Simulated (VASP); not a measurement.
A run of VASP 6.6.1:

File INCAR:

```
PREC = Accurate
ENCUT = 520
EDIFF = 1E-7
ISMEAR = -1
SIGMA = 0.05
LREAL = False
LASPH = True
NELM = 150
ALGO = Normal
ISIF = 2
LWAVE = False
LCHARG = False
ISPIN = 2
MAGMOM = 2 2
LORBIT = 11
LMAXMIX = 4
GGA = PS
NBANDS = 20
```

File KPOINTS:

```
Automatic mesh
0
Gamma
  12 12 7
```

POSCAR

```
Co
1.0
    2.4400833288      0.0000000000      0.0000000000
   -1.2200416644      2.1131741501      0.0000000000
    0.0000000000      0.0000000000      3.9381747186
Co
2
Direct
    0.6666666667      0.3333333333      0.7500000000
    0.3333333333      0.6666666667      0.2500000000
```

Potentials or basis: VASP PAW PBE potentials, release 64 (Co).

The run is started by

```bash
$ cat potpaw_PBE.64/Co/POTCAR > POTCAR
$ mpirun -np 1 vasp_std > vasp.out
```

Hardware: 1 thread of Intel(R) Xeon(R) Platinum 8559C (Emerald Rapids), with other jobs on the host.

Task: Estimate the wall time of this run.

Result: Run time: 42 s on 1 thread of Intel(R) Xeon(R) Platinum 8559C (Emerald Rapids) (shared host), peak memory 0.16 GiB. Counts: scf iterations 16, k points 76.
